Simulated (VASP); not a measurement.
Runs of VASP 6.6.1 on CaO. The structure is that of space group P6_3/mmc (No. 194), or close to it. The cells are those of the table. 

```tsv
level	cell	smearing	gap on the mesh (eV)	pressure (GPa)
r2SCAN	a = 3.961, b = 3.961, c = 4.782 Å, angles 90.0, 90.0, 120.0°, 4 atoms	gaussian 0.01 eV	(c)	1.7
r2SCAN	a = 4.100, b = 4.100, c = 4.914 Å, angles 90.0, 90.0, 120.0°, 4 atoms	gaussian 0.01 eV	3.30	-6.3
PBE	a = 3.981, b = 3.981, c = 4.770 Å, angles 90.0, 90.0, 120.0°, 4 atoms	fermi-dirac 0.02 eV	3.19	2.3
PBE	a = 4.001, b = 4.001, c = 4.759 Å, angles 90.0, 90.0, 120.0°, 4 atoms	fermi-dirac 0.02 eV	3.14	(b)
PBE	a = 3.961, b = 3.961, c = 4.782 Å, angles 90.0, 90.0, 120.0°, 4 atoms	fermi-dirac 0.02 eV	3.24	(a)
```

Alike in all rows: task single point; potentials or basis VASP PAW PBE potentials, release 64 (Ca_sv, O); no spin polarisation; k mesh 12 × 12 × 6; cutoff (eV) 520.

Question: Fill in the values left out.

Answer: (a) 3.0; (b) 1.6; (c) 3.66.

Caveats: the structure was generated, so it needn't be the stable form of CaO; the PAW data sets were made with another functional, which shifts forces and pressure a little (at least some runs); the cell stands under tension (at least some runs).

A k mesh can miss the band edges.
